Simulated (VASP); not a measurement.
Input of a VASP 6.6.1 run:

Contents of INCAR:

```
SYSTEM = Nd
ALGO = Normal
EDIFF = 1E-6
ENCUT = 520
GGA = PE
ISIF = 2
ISMEAR = 0
ISPIN = 2
LASPH = .TRUE.
LCHARG = .FALSE.
LMAXMIX = 6
LORBIT = 11
LREAL = .FALSE.
LWAVE = .FALSE.
MAGMOM = 3
NBANDS = 17
NELM = 150
PREC = Accurate
SIGMA = 0.05
```

KPOINTS

```
k-points
0
G
  14 14 14
  0 0 0
```

The input POSCAR:

```
Nd
1.0
   -2.0446324983      2.0446324983      2.0446324983
    2.0446324983     -2.0446324983      2.0446324983
    2.0446324983      2.0446324983     -2.0446324983
Nd
1
Direct
    0.0000000000      0.0000000000      0.0000000000
```

Potentials or basis: VASP PAW PBE potentials, release 64 (Nd).

Run with:

```sh
$ cat potpaw_PBE.64/Nd/POTCAR > POTCAR
$ mpirun -np 1 vasp_std > vasp.out
```

Question: Predict the pressure.

Answer: -1.4 GPa.

Question: Estimate the net moment.

Answer: 4.04 μB per cell.

Question: Estimate the band gap on the k mesh.

Answer: Zero (filled and empty bands overlap).

Caveat: the magnetic or orbital state may not be the lowest; spin-orbit coupling is left out, which moves the levels of the heavy elements; semilocal functionals describe open f shells poorly, which spoils levels, moments and volumes. The state reached can hang on the start; a lower one may exist.
